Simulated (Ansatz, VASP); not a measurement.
# Two plane-wave programs on TiS2

The input POSCAR:

```
TiS2
1.0
    3.3935485284      0.0000000000      0.0000000000
   -1.6967742642      2.9388992345      0.0000000000
    0.0000000000      0.0000000000      5.7616750881
Ti S
1 2
Direct
    0.0000000000      0.0000000000      0.0000000000
    0.3333333333      0.6666666667      0.2451563023
    0.6666666667      0.3333333333      0.7548436977
```

INCAR.step1

```
PREC = Accurate ; ENCUT = 550
ISMEAR = -1 ; SIGMA = 0.02
LREAL = F ; LASPH = T
NELM = 120 ; NBANDS = 19
GGA = PE ; ALGO = Normal
EDIFF = 1E-5 ; LWAVE = T
LCHARG = F ; GGA_COMPAT = F
```

Contents of INCAR.step2:

```
PREC = Accurate ; ENCUT = 550
EDIFF = 1E-6 ; ISMEAR = -1
SIGMA = 0.02 ; LREAL = F
LASPH = T ; NELM = 120
ALGO = Normal ; ISIF = 2
LWAVE = F ; LCHARG = F
METAGGA = R2SCAN ; LMIXTAU = T
NBANDS = 19 ; ISTART = 1
GGA_COMPAT = F
```

File KPOINTS:

```
Automatic mesh
0
Gamma
  12 12 4
```

Input for Ansatz:

```yaml
crystal:
  lattice:
    - [3.3935485284, 0.0, 0.0]
    - [-1.6967742642, 2.9388992345, 0.0]
    - [0.0, 0.0, 5.7616750881]
  atoms:
    - { symbol: Ti, position: [0.0, 0.0, 0.0] }
    - { symbol: S, position: [0.3333333333, 0.6666666667, 0.2451563023] }
    - { symbol: S, position: [0.6666666667, 0.3333333333, 0.7548436977] }
kpoints:
  mp_grid: { grid: [12, 12, 4] }
  band_path:
    path:
      - [0.0, 0.0, 0.0]
      - [0.5, 0.0, 0.0]
      - [0.3333333333, 0.3333333333, 0.0]
      - [0.0, 0.0, 0.5]
      - [0.5, 0.0, 0.5]
      - [0.3333333333, 0.3333333333, 0.5]
    npoints: 1
hamiltonian:
  xc: r2scan
scf:
  occupations: { method: fermi_dirac, width: 0.02 }
  n_extra_bands: 4
output:
  forces: true
  stress: true
  eigenvalues: true
```

Change from the starting cell: epitaxial_xy strain -0.5%.

Alike in both runs: task single point; functional r2SCAN; k mesh 12 × 12 × 4; occupations fermi-dirac, width 0.02 eV; no spin polarisation.

```csv
,VASP,Ansatz
version,VASP 6.6.1,Ansatz 0.2.0
potentials or method,"VASP PAW PBE potentials, release 64 (Ti_sv, S)","plane waves, PAW"
plane-wave cutoff (eV),550,500
valence electrons in the cell,24,24
```

Ansatz gave:

* pressure (GPa): 1.6
* traceless stress, the component that is largest in VASP (GPa): -0.63
* rms of the force components (eV/Å): 0.020

Question: What did VASP give for the same quantities?

Answer: Pressure (GPa): 1.7; traceless stress, the component that is largest in VASP (GPa): -0.67; rms of the force components (eV/Å): 0.014.

VASP's potentials were made for PBE, not for r2SCAN. Atom by atom the forces differ by 0.006 eV/Å (rms over components). The functional is the same, so the differences come from potentials, cutoffs and numerics.
